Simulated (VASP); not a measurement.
Ba, 1 atom in the cell. It takes space group Im-3m (No. 229, cubic). Conventional cell: a = 5.025 Å, b = 5.025 Å, c = 5.025 Å, α = 90.00°, β = 90.00°, γ = 90.00°. Ba (site symmetry m-3m) has 14 Ba at 4.35 to 5.02 Å within 5.7 Å. 

```yaml
Program: VASP 6.6.1
Task: single point
Functional: PBE
Potentials_or_basis: VASP PAW PBE potentials, release 64 (Ba_sv)
Cutoff: 520 eV
k_mesh: 12 × 12 × 12
Occupations: fermi-dirac, width 0.1 eV
Spin: no spin polarisation
Dipole_correction: no
Further_INCAR_settings: ALGO = Normal; EDIFF = 1e-06; NBANDS = 11
```

Potentials or basis: VASP PAW PBE potentials, release 64 (Ba_sv).

Run with:

```bash
$ cat potpaw_PBE.64/Ba_sv/POTCAR > POTCAR
$ mpirun -np 1 vasp_std > vasp.out
```

Hardware: 1 thread of Oxide Virtual Turin-like Processor, with other jobs on the host.

Task: Estimate the wall time of this run.

Result: Wall time 23 s on 1 thread of Oxide Virtual Turin-like Processor (shared host), peak memory 0.17 GiB. Counts: scf iterations 11, k points 72.
